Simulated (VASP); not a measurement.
# HfB (Fm-3m) in VASP: a series of runs

HfB is run at these levels: PBEsol; tasks: single point.

All numbers are computed with VASP 6.6.1; they aren't measurements. Logs are shortened: lines on timing, memory, paths and dates and some standing lists are left out, and cuts for length are marked.

## Step 1: The cell of the first run

Symmetry: Fm-3m, No. 225, cubic system. The conventional cell has a = 4.690 Å, b = 4.690 Å, c = 4.690 Å, α = 90.00°, β = 90.00°, γ = 90.00°. Hf (site symmetry m-3m) has 6 B at 2.35 Å within 3.1 Å. B (site symmetry m-3m) has 6 Hf at 2.35 Å within 3.1 Å.

## Step 2: Single point, PBEsol (volume scaled by 0.94)

File INCAR:

```
ALGO = Normal
EDIFF = 1E-6
ENCUT = 520
GGA = PS
ISIF = 2
ISMEAR = 0
LASPH = T
LCHARG = T
LELF = T
LREAL = F
LVHAR = T
LWAVE = F
NBANDS = 14
NELM = 100
PREC = Accurate
SIGMA = 0.1
```

File KPOINTS:

```
k-points
0
Gamma
  16 16 16
```

File POSCAR:

```
HfB
1.0
    0.0000000000      2.3450779063      2.3450779063
    2.3450779063      0.0000000000      2.3450779063
    2.3450779063      2.3450779063      0.0000000000
Hf B
1 1
Direct
    0.5000000000      0.5000000000      0.5000000000
    0.0000000000      0.0000000000      0.0000000000
```

Potentials or basis: VASP PAW PBE potentials, release 64 (Hf_pv, B).

Launch:

```sh
$ cat potpaw_PBE.64/Hf_pv/POTCAR potpaw_PBE.64/B/POTCAR > POTCAR
$ mpirun -np 1 vasp_std > vasp.out
```

OUTCAR:

```text
EDIFF = 1E-6
   ENCUT = 520
   GGA = PS
   ISIF = 2
   ISMEAR = 0
   LASPH = T
   LREAL = F
   NELM = 100
   PREC = Accurate

 ion  position               nearest neighbor table
   1  0.500  0.500  0.500-   2 2.35   2 2.35   2 2.35   2 2.35   2 2.35   2 2.35
   2  0.000  0.000  0.000-   1 2.35   1 2.35   1 2.35   1 2.35   1 2.35   1 2.35

  LATTYP: Found a face centered cubic cell.
 ALAT       =     4.6901558126

  Lattice vectors:

 A1 = (   0.0000000000,   2.3450779063,   2.3450779063)
 A2 = (   2.3450779063,   0.0000000000,   2.3450779063)
 A3 = (   2.3450779063,   2.3450779063,   0.0000000000)

Analysis of symmetry for initial positions (statically):
=====================================================================
 Subroutine PRICEL returns:
 Original cell was already a primitive cell.

 Routine SETGRP: Setting up the symmetry group for a
 face centered cubic supercell.

 Subroutine GETGRP returns: Found 48 space group operations
 (whereof 48 operations were pure point group operations)
 out of a pool of 48 trial point group operations.

The static configuration has the point symmetry O_h .

Analysis of symmetry for dynamics (positions and initial velocities):
=====================================================================
 Subroutine PRICEL returns:
 Original cell was already a primitive cell.

 Routine SETGRP: Setting up the symmetry group for a
 face centered cubic supercell.

 Subroutine GETGRP returns: Found 48 space group operations
 (whereof 48 operations were pure point group operations)
 out of a pool of 48 trial point group operations.

The dynamic configuration has the point symmetry O_h .

 Subroutine INISYM returns: Found 48 space group operations
 (whereof 48 operations are pure point group operations),
 and found     1 'primitive' translations

----------------------------------------------------------------------------------------

                                     Primitive cell

  volume of cell :      25.7930

  direct lattice vectors                    reciprocal lattice vectors
     0.000000000  2.345077906  2.345077906    -0.213212533  0.213212533  0.213212533
     2.345077906  0.000000000  2.345077906     0.213212533 -0.213212533  0.213212533
     2.345077906  2.345077906  0.000000000     0.213212533  0.213212533 -0.213212533

  length of vectors
     3.316440980  3.316440980  3.316440980     0.369294940  0.369294940  0.369294940

  position of ions in fractional coordinates (direct lattice)
     0.500000000  0.500000000  0.500000000
     0.000000000  0.000000000  0.000000000

  ion indices of the primitive-cell ions
   primitive index   ion index
                 1           1
                 2           2

----------------------------------------------------------------------------------------

 KPOINTS: k-points

Automatic generation of k-mesh.
 Grid dimensions read from file:
 generate k-points for:   16   16   16

 Generating k-lattice:

  Cartesian coordinates                     Fractional coordinates (reciprocal lattice)
    -0.013325783  0.013325783  0.013325783     0.062500000  0.000000000  0.000000000
     0.013325783 -0.013325783  0.013325783     0.000000000  0.062500000  0.000000000
     0.013325783  0.013325783 -0.013325783     0.000000000  0.000000000  0.062500000

  Length of vectors
     0.023080934  0.023080934  0.023080934

  Shift w.r.t. Gamma in fractional coordinates (k-lattice)
     0.000000000  0.000000000  0.000000000

 Subroutine IBZKPT returns following result:
 ===========================================

 Found    145 irreducible k-points:

 Following reciprocal coordinates:
            Coordinates               Weight
  0.000000  0.000000  0.000000      1.000000
  0.062500  0.000000  0.000000      8.000000
  0.125000  0.000000  0.000000      8.000000
  0.187500  0.000000  0.000000      8.000000
  0.250000  0.000000  0.000000      8.000000
  0.312500  0.000000  0.000000      8.000000
[... 16 lines left out ...]
 -0.125000  0.062500  0.000000     24.000000
 -0.062500  0.062500  0.000000     12.000000
 [... further k-points ...]
   k-points           NKPTS =    145   k-points in BZ     NKDIM =    145   number of bands    NBANDS=     14
   number of dos      NEDOS =    301   number of ions     NIONS =      2
   total plane-waves  NPLWV =  21952
   dimension x,y,z NGX =    28 NGY =   28 NGZ =   28
   dimension x,y,z NGXF=    56 NGYF=   56 NGZF=   56
   ions per type =               1   1
   NGX,Y,Z   is equivalent  to a cutoff of  14.04, 14.04, 14.04 a.u.
   NGXF,Y,Z  is equivalent  to a cutoff of  28.07, 28.07, 28.07 a.u.
 SYSTEM =  unknown system
   PREC   = accura    normal or accurate (medium, high low for compatibility)
   ISTART =      0    job   : 0-new  1-cont  2-samecut
   ICHARG =      2    charge: 1-file 2-atom 10-const
   ISPIN  =      1    spin polarized calculation?
   LNONCOLLINEAR =      F non collinear calculations
   LSORBIT =      F    spin-orbit coupling
   LASPH  =      T    aspherical Exc in radial PAW
   ENCUT  =  520.0 eV  38.22 Ry    6.18 a.u.   6.17  6.17  6.17*2*pi/ulx,y,z
   NELM   =    100;   NELMIN=  2; NELMDL= -5     # of ELM steps
   EDIFF  = 0.1E-05   stopping-criterion for ELM
   LREAL  =      F    real-space projection
   EDIFFG = 0.1E-04   stopping-criterion for IOM
   NSW    =      0    number of steps for IOM
   IBRION =     -1    ionic relax: 0-MD 1-quasi-New 2-CG
   NFREE  =      0    steps in history (QN), initial steepest desc. (CG)
   ISIF   =      2    stress and relaxation
   ISYM   =      2    0-nonsym 1-usesym 2-fastsym
   POTIM  = 0.5000    time-step for ionic-motion
   TEBEG  =    0.0;   TEEND  =   0.0 temperature during run
   PSTRESS=    0.0 pullay stress
   NELECT =      13.0000    total number of electrons
   NUPDOWN=      -1.0000    fix difference up-down
   EMIN   =  10.00;   EMAX   =-10.00  energy-range for DOS
   EFERMI =   0.00;   METHOD = LEGACY
   ISMEAR =     0;   SIGMA  =   0.10  broadening in eV -4-tet -1-fermi 0-gaus
   EFERMI_NEDOS =   21; number of points for ismear=-14 and -15
   IALGO  =     38    algorithm
   IMIX   =      4    mixing-type and parameters
     AMIX     =   0.40;   BMIX     =  1.00
     AMIX_MAG =   1.60;   BMIX_MAG =  1.00
  volume/ion in A,a.u.               =      12.90        87.03
  Fermi-wavevector in a.u.,A,eV,Ry     =   1.302833  2.461997 23.094165  1.697373
  Thomas-Fermi vector in A             =   2.433875
   LORBIT       =      0    0 simple, 1 ext, 2 COOP (PROOUT), +10 PAW based schemes
   GGA     = PS    functional components
   LHFCALC =     F    Hartree Fock is set to
   AEXX    =    0.0000 exact exchange contribution
   IVDW    =     0    specifies the selected vdW correction
   LEPSILON=     F    determine dielectric tensor
   LRPA    =     F    only Hartree local field effects (RPA)
 non-spin polarized calculation
 Gauss-broadening in eV      SIGMA  =   0.10
  energy-cutoff  :      520.00
  volume of cell :       25.79
 maximum number of plane-waves:       725
 NGX is ok and might be reduce to    28
   NGX = 13   NGY = 13   NGZ = 13

 number of electron      13.0000001 magnetization

 Free energy of the ion-electron system (eV)
  ---------------------------------------------------
  ext. energy  EPLUGINS =         0.00000000
  ---------------------------------------------------
  free energy    TOTEN  =       -18.34481814 eV

  energy without entropy =      -18.34063485  energy(sigma->0) =      -18.34272650

 E-fermi :   4.7130     XC(G=0): -12.1896

 val. band max:        4.7011388842   @ k =   0.2500   0.0000   0.0000
 cond. band min:       4.7186451773   @ k =   0.5000   0.2500   0.0000
 fundamental gap:      0.0175062932
 Fermi energy:         4.7129895370

 k-point     1 :       0.0000    0.0000    0.0000
  band No.  band energies     occupation
      1     -23.7784      2.00000
      2     -23.7784      2.00000
      3     -23.7784      2.00000
      4      -4.7071      2.00000
      5       6.8175      0.00000
      6       6.8175      0.00000
      7       6.8175      0.00000
      8       8.5765      0.00000
      9       8.5765      0.00000
     10       8.5765      0.00000
     11       8.7368      0.00000
     12       8.7368      0.00000
     13      16.1889      0.00000
     14      17.0660      0.00000

 k-point     2 :       0.0625    0.0000    0.0000
  band No.  band energies     occupation
      1     -23.8037      2.00000
      2     -23.7810      2.00000
      3     -23.7810      2.00000
      4      -4.5993      2.00000
      5       6.4225      0.00000
      6       6.7522      0.00000
      7       6.7522      0.00000
      8       7.7155      0.00000
      9       7.7155      0.00000
     10       8.7874      0.00000
     11       9.8801      0.00000
     12       9.8801      0.00000
     13      16.4669      0.00000
     14      17.2004      0.00000

 k-point     3 :       0.1250    0.0000    0.0000
  band No.  band energies     occupation
      1     -23.8751      2.00000
      2     -23.7885      2.00000
      3     -23.7885      2.00000
      4      -4.2838      2.00000
      5       5.5957      0.00000
      6       6.1850      0.00000
      7       6.1850      0.00000
      8       7.5737      0.00000
      9       7.5737      0.00000
     10       9.1182      0.00000
     11      11.2307      0.00000
     12      11.2307      0.00000
     13      17.2414      0.00000
     14      17.5472      0.00000

 k-point     4 :       0.1875    0.0000    0.0000
  band No.  band energies     occupation
      1     -23.9800      2.00000
      2     -23.7996      2.00000
      3     -23.7996      2.00000
      4      -3.7840      2.00000
      5       4.6555      1.58387
      6       5.3977      0.00000
      7       5.3977      0.00000
      8       7.9628      0.00000
      9       7.9628      0.00000
     10       9.3954      0.00000
     11      12.6671      0.00000
     12      12.6671      0.00000
     13      17.8448      0.00000
     14      18.3806      0.00000

 k-point     5 :       0.2500    0.0000    0.0000
  band No.  band energies     occupation
      1     -24.1009      2.00000
      2     -23.8126      2.00000
      3     -23.8126      2.00000
      4      -3.1351      2.00000
      5       3.7112      2.00000
      6       4.7011      1.13310
      7       4.7011      1.13310
      8       8.5615      0.00000
      9       8.5615      0.00000
     10       9.6714      0.00000
     11      14.1430      0.00000
[... 276 lines left out ...]
 k-point    22 :      -0.1875    0.0625    0.0000
  band No.  band energies     occupation
      1     -24.0237      2.00000
      2     -23.8291      2.00000
      3     -23.7955      2.00000
      4      -3.4986      2.00000
      5       4.2815      2.00000
      6       4.9790      0.00017
      7       5.0818      0.00000
      8       7.7815      0.00000
      9       8.6787      0.00000
     10       9.7434      0.00000
     11      12.4079      0.00000
     12      13.9810      0.00000
     13      17.9423      0.00000
     14      18.9285      0.00000

 k-point    23 :      -0.1250    0.0625    0.0000
  band No.  band energies     occupation
      1     -23.9164      2.00000
      2     -23.8126      2.00000
      3     -23.7857      2.00000
      4      -4.0467      2.00000
      5       5.2428      0.00000
      6       5.6587      0.00000
      7       5.7423      0.00000
      8       7.2908      0.00000
      9       8.2870      0.00000
     10       9.4807      0.00000
     11      11.0951      0.00000
     12      12.5154      0.00000
     13      17.7441      0.00000
     14      17.8261      0.00000

 k-point    24 :      -0.0625    0.0625    0.0000
  band No.  band energies     occupation
      1     -23.8385      2.00000
      2     -23.7957      2.00000
      3     -23.7805      2.00000
      4      -4.4226      2.00000
      5       6.0959      0.00000
      6       6.1881      0.00000
      7       6.6323      0.00000
      8       6.9781      0.00000
      9       8.0802      0.00000
     10       9.1549      0.00000
     11      10.0706      0.00000
     12      11.1289      0.00000
     13      16.9089      0.00000
     14      17.4129      0.00000

 [... further k-points ...]
[... 5 lines left out ...]
  --------------------------------------------------------------------------------------
  -------------------------------------------------------------------------------------
  Total        2.1189546      2.1189546      2.1189546     -0.0000000     -0.0000000      0.0000000
  in kB      131.6225837    131.6225837    131.6225837     -0.0000000     -0.0000000      0.0000000
  external PRESSURE =     131.6225837 kB  Pullay stress =       0.0000000 kB

 VOLUME and BASIS-vectors are now :
 -----------------------------------------------------------------------------
  energy-cutoff  :      520.00
  volume of cell :       25.79
      direct lattice vectors                 reciprocal lattice vectors
     0.000000000  2.345077906  2.345077906    -0.213212533  0.213212533  0.213212533
     2.345077906  0.000000000  2.345077906     0.213212533 -0.213212533  0.213212533
     2.345077906  2.345077906  0.000000000     0.213212533  0.213212533 -0.213212533

 POSITION                                       TOTAL-FORCE (eV/Angst)
 -----------------------------------------------------------------------------------
      2.34508      2.34508      2.34508        -0.000000     -0.000000      0.000000
      0.00000      0.00000      0.00000         0.000000      0.000000     -0.000000
 -----------------------------------------------------------------------------------
    total drift:                                0.000000      0.000000      0.000000

  FREE ENERGIE OF THE ION-ELECTRON SYSTEM (eV)
  ---------------------------------------------------
  free  energy   TOTEN  =       -18.3448181366 eV

  energy  without entropy=      -18.3406348544  energy(sigma->0) =      -18.34272650
```

Run time: 24 s. Hardware: 1 thread of Intel Xeon 6975P-C (Granite Rapids), shared host; peak memory 0.2 GiB.

What came out:

```
Free energy : -18.3448 eV
Pressure    : 13.2 GPa
```

Caveat: the cell differs from its parent crystal (volume scaled by 0.94); the PAW data sets were made with another functional, which shifts forces and pressure a little; spin-orbit coupling is left out, which moves the levels of the heavy elements.

## Step 3: Single point, PBEsol (volume scaled by 0.97)

File INCAR:

```
PREC = Accurate ; ENCUT = 520
EDIFF = 1E-6 ; ISMEAR = 0
SIGMA = 0.1 ; LREAL = F
LASPH = T ; NELM = 100
ALGO = Normal ; ISIF = 2
LWAVE = F ; LCHARG = F
GGA = PS ; NBANDS = 14
```

File KPOINTS:

```
Automatic mesh
0
Gamma
  16 16 16
```

File POSCAR:

```
HfB
1.0
    0.0000000000      2.3697647510      2.3697647510
    2.3697647510      0.0000000000      2.3697647510
    2.3697647510      2.3697647510      0.0000000000
Hf B
1 1
Direct
    0.5000000000      0.5000000000      0.5000000000
    0.0000000000      0.0000000000      0.0000000000
```

Potentials or basis: VASP PAW PBE potentials, release 64 (Hf_pv, B).

Launch:

```sh
$ cat potpaw_PBE.64/Hf_pv/POTCAR potpaw_PBE.64/B/POTCAR > POTCAR
$ mpirun -np 1 vasp_std > vasp.out
```

Wall time 22 s (1 thread of Intel Xeon 6975P-C (Granite Rapids), shared host); peak memory 0.2 GiB.

The run converged. Its results:

```
Free energy : -18.3946 eV
Pressure    : 6.3 GPa
```

Levels at points of the mesh, in eV from the Fermi level:
| k point | band 5 | band 6 | band 7 | band 8 | band 9 | band 10 |
| --- | --- | --- | --- | --- | --- | --- |
| (0.00, 0.00, 0.00) | 2.07 | 2.07 | 2.07 | 3.78 | 3.78 | 3.78 |
| (0.50, 0.00, 0.00) | -4.26 | -1.24 | -1.24 | 6.00 | 6.00 | 6.92 |
| (0.50, 0.50, 0.00) | -1.11 | -0.95 | 2.14 | 2.14 | 5.74 | 7.22 |

Caveat: the cell differs from its parent crystal (volume scaled by 0.97); the PAW data sets were made with another functional, which shifts forces and pressure a little; spin-orbit coupling is left out, which moves the levels of the heavy elements.

## Step 4: Single point, PBEsol

This run uses another cell than the first one, of 13.72 Å³/atom, 1.064 times its volume.

File INCAR:

```
PREC = Accurate ; ENCUT = 520
EDIFF = 1E-6 ; ISMEAR = 0
SIGMA = 0.1 ; LREAL = False
LASPH = True ; NELM = 100
ALGO = Normal ; ISIF = 2
LWAVE = False ; LCHARG = True
GGA = PS ; LELF = True
LVHAR = True ; NBANDS = 14
```

File KPOINTS:

```
regular mesh
0
Gamma
  16 16 16
```

File POSCAR:

```
HfB
1.0
    0.0000000000      2.3939476943      2.3939476943
    2.3939476943      0.0000000000      2.3939476943
    2.3939476943      2.3939476943      0.0000000000
Hf B
1 1
Direct
    0.5000000000      0.5000000000      0.5000000000
    0.0000000000      0.0000000000      0.0000000000
```

Launch:

```sh
$ cat potpaw_PBE.64/Hf_pv/POTCAR potpaw_PBE.64/B/POTCAR > POTCAR
$ mpirun -np 1 vasp_std > vasp.out
```

It took 22 s on 1 thread of Intel Xeon 6975P-C (Granite Rapids), shared host; peak memory 0.19 GiB.

The run converged. Its results:

```yaml
Free_energy: -18.4115 eV
Pressure: 0.3 GPa
```

Levels at points of the mesh, in eV from the Fermi level:
```
           k point  band 4  band 5  band 6  band 7  band 8  band 9  band 10  band 11
(0.00, 0.00, 0.00)   -9.21    2.04    2.04    2.04    3.69    3.69     3.69     3.80
(0.50, 0.00, 0.00)   -4.72   -4.35   -1.19   -1.19    5.80    5.80     6.67     7.86
(0.50, 0.50, 0.00)   -6.41   -1.18   -0.88    2.05    2.05    5.55     6.98     6.98
```

Caveat: the PAW data sets were made with another functional, which shifts forces and pressure a little; spin-orbit coupling is left out, which moves the levels of the heavy elements.

## Step 5: Summary

| cell | gap on the mesh (eV) | pressure (GPa) |
| --- | --- | --- |
| a = 3.316 Å, angles 60.0°, 2 atoms | none | 13.2 |
| a = 3.351 Å, angles 60.0°, 2 atoms | none | 6.3 |
| a = 3.386 Å, angles 60.0°, 2 atoms | none | 0.3 |

Alike in all rows: task single point; level PBEsol; potentials or basis VASP PAW PBE potentials, release 64 (Hf_pv, B); no spin polarisation; k mesh 16 × 16 × 16; cutoff (eV) 520; smearing gaussian 0.1 eV.

Caveats: the PAW data sets were made with another functional, which shifts forces and pressure a little; spin-orbit coupling is left out, which moves the levels of the heavy elements.

Absolute energies hang on the potentials; compare differences alone.
